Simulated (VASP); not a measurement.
Input of a VASP 6.6.1 run:

Contents of INCAR:

```
PREC = Accurate
ENCUT = 520
EDIFF = 1E-7
ISMEAR = -1
SIGMA = 0.1
LREAL = False
LASPH = True
NELM = 80
ALGO = Normal
ISIF = 2
LWAVE = False
LCHARG = False
GGA = RP
NBANDS = 8
```

File KPOINTS:

```
Automatic mesh
0
Gamma
  13 13 13
```

Contents of POSCAR:

```
Li
1.0
    2.8095140745      0.0000000000      0.0000000000
    0.0000000000      2.8095140745      0.0000000000
    0.0000000000      0.0000000000      2.8095140745
Li
1
Direct
    0.0000000000      0.0000000000      0.0000000000
```

Potentials or basis: VASP PAW PBE potentials, release 64 (Li_sv).

The run is started by

```bash
$ cat potpaw_PBE.64/Li_sv/POTCAR > POTCAR
$ mpirun -np 1 vasp_std > vasp.out
```

Q: Estimate the band gap on the k mesh.

A: Zero (an odd number of electrons rules out a gap without spin polarisation).
